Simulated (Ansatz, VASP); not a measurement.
# CsBr: VASP beside Ansatz

```
Cs Br
1.0
     4.40114    0.00000    0.00000
     0.00000    4.40114    0.00000
     0.00000    0.00000    4.40114
Cs Br
1 1
Direct
  0.00000 0.00000 0.00000
  0.50000 0.50000 0.50000
```

Alike in both runs: task single point; functional PBEsol; k mesh 4 × 4 × 4; occupations gaussian, width 0.05 eV; no spin polarisation.

|  | VASP | Ansatz |
| --- | --- | --- |
| version | VASP 6.6.1 | Ansatz 0.2.0 |
| potentials or method | VASP PAW PBE potentials, release 64 (Cs_sv, Br), cutoff 500 eV | scalar-relativistic, plane waves, PAW |
| valence electrons in the cell | 16 | 16 |

```tsv
	VASP	Ansatz	Ansatz less VASP
gap on the k mesh at the Fermi level (eV)	4.04	4.05	+0.010
least direct gap on the mesh (eV)	4.06	4.07	+0.007
pressure (GPa)	-1.3	-1.3	-0.03
```

VASP's potentials were made for PBE, not for PBEsol. The functional is the same, so the differences come from potentials, cutoffs and numerics.

Spin-orbit coupling is off throughout.
